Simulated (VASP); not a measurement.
CdS: relaxation of cell and atoms with PBEsol

CdS:

```
Cd S
1.0
     0.00000    2.96289    2.96289
     2.96289    0.00000    2.96289
     2.96289    2.96289    0.00000
Cd S
1 1
Direct
  0.00000 0.00000 0.00000
  0.25000 0.25000 0.25000
```

```json
{"Program": "VASP 6.6.1", "Task": "relaxation of cell and atoms", "Functional": "PBEsol", "Potentials or basis": "VASP PAW PBE potentials, release 64 (Cd, S)", "Cutoff": "600 eV", "k mesh": "6 × 6 × 6", "Occupations": "fermi-dirac, width 0.02 eV", "Spin": "no spin polarisation", "Dipole correction": "no", "Further INCAR settings": "ALGO = Normal; EDIFF = 1e-06; IBRION = 2; EDIFFG = -0.005; NSW = 80; ISIF = 3"}
```

```json
{"Relaxed volume": "24.84 Å³/atom", "Relaxed cell": "a = 4.126 Å, b = 4.126 Å, c = 4.126 Å, α = 60.00°, β = 60.00°, γ = 60.00°", "Space group after relaxing (to 0.05 Å)": "F-43m (No. 216)", "Energy gained by relaxing": "9.6 meV/atom", "Ionic steps": "3", "Pressure after relaxing": "0.0 GPa", "Band gap on the k mesh": "1.00 eV, direct"}
```

The path:
```
step  energy change (eV)  largest force (eV/Å)  pressure (GPa)  volume (Å³)
   1              0.0000                0.0000           -2.53        52.02
   2             -0.0173                0.0000            0.83        49.00
   3             -0.0192                0.0000           -0.01        49.68
```

Final structure:
```yaml
crystal:
  lattice:
    - [0.00000, 2.91767, 2.91767]
    - [2.91767, 0.00000, 2.91767]
    - [2.91767, 2.91767, 0.00000]
  atoms:
    - { symbol: Cd, position: [0.00000, 0.00000, 0.00000] }
    - { symbol: S, position: [0.25000, 0.25000, 0.25000] }
```

Levels at points of the mesh, in eV from the valence-band top:
```
           k point  band 7  band 8  band 9  band 10  band 11  band 12
(0.00, 0.00, 0.00)    0.00    0.00    0.00     1.00     6.44     6.44
(0.50, 0.00, 0.00)   -4.47   -0.76   -0.76     2.89     6.91     6.91
(0.50, 0.50, 0.00)   -4.01   -1.91   -1.91     3.39     4.25     9.07
```

Run time: 48 s on 1 thread of AMD EPYC 7R13, with other jobs on the host, peak memory 0.19 GiB.

Caveat: the PAW data sets were made with another functional, which shifts forces and pressure a little.
